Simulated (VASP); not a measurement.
Write the native input for VASP 6.6.1 that does the following.

```yaml
Task: relaxation of cell and atoms
Functional: PBEsol
Potentials_or_basis: VASP PAW PBE potentials, release 64 (Ru_pv)
Cutoff: 500 eV
k_mesh: 9 × 9 × 2
Occupations: gaussian, width 0.1 eV
Spin: no spin polarisation
Dipole_correction: no
Further_INCAR_settings: ALGO = Normal; EDIFF = 1e-07; IBRION = 2; EDIFFG = -0.04; NSW = 90; ISIF = 3
```

The structure of Ru lies in POSCAR:

```
Ru
1.0
    2.7485537587      0.0000000000      0.0000000000
   -1.3742768793      2.3803173787      0.0000000000
    0.0000000000      0.0000000000      8.8646283618
Ru
4
Direct
    0.0000000000      0.0000000000      0.0000000000
    0.0000000000      0.0000000000      0.5000000000
    0.3333333333      0.6666666667      0.7500000000
    0.6666666667      0.3333333333      0.2500000000
```

One way to write it, as run:

INCAR

```
SYSTEM = Ru
PREC     = Accurate       ! precision mode
ENCUT    = 500            ! plane-wave cutoff, eV
EDIFF    = 1E-7           ! SCF threshold, eV
ISMEAR   = 0              ! smearing method
SIGMA    = 0.1            ! smearing width, eV
LREAL    = .False.        ! projectors in reciprocal space
LASPH    = .True.         ! aspherical terms in the spheres
NELM     = 120            ! most SCF steps
ALGO     = Normal         ! electronic algorithm
ISIF     = 3              ! what is computed and relaxed
LWAVE    = .False.        ! write WAVECAR
LCHARG   = .False.        ! write CHGCAR
GGA      = PS             ! functional
IBRION   = 2              ! ionic algorithm
NSW      = 90             ! ionic steps
EDIFFG   = -0.04          ! ionic threshold
GGA_COMPAT= .False.      
NELMIN   = 4
```

KPOINTS

```
regular mesh
0
Gamma
  9 9 2
  0 0 0
```

Potentials or basis: VASP PAW PBE potentials, release 64 (Ru_pv).

Run with:

```sh
$ cat potpaw_PBE.64/Ru_pv/POTCAR > POTCAR
$ mpirun -np 1 vasp_std > vasp.out
```

Results of the run:

```json
{
  "Relaxed volume": "13.35 Å³/atom",
  "Relaxed cell": "a = 2.668 Å, b = 2.668 Å, c = 8.663 Å, α = 90.00°, β = 90.00°, γ = 120.00°",
  "Space group after relaxing (to 0.1 Å)": "P6_3/mmc (No. 194)",
  "Pressure after relaxing": "0.0 GPa",
  "Band gap on the k mesh": "zero (bands 28 and 29 overlap by 2.62 eV)"
}
```

Caveat: the PAW data sets were made with another functional, which shifts forces and pressure a little.

Wall time 110 s on 1 thread of Intel(R) Xeon(R) 6975P-C (Granite Rapids) (shared host), peak memory 0.18 GiB.
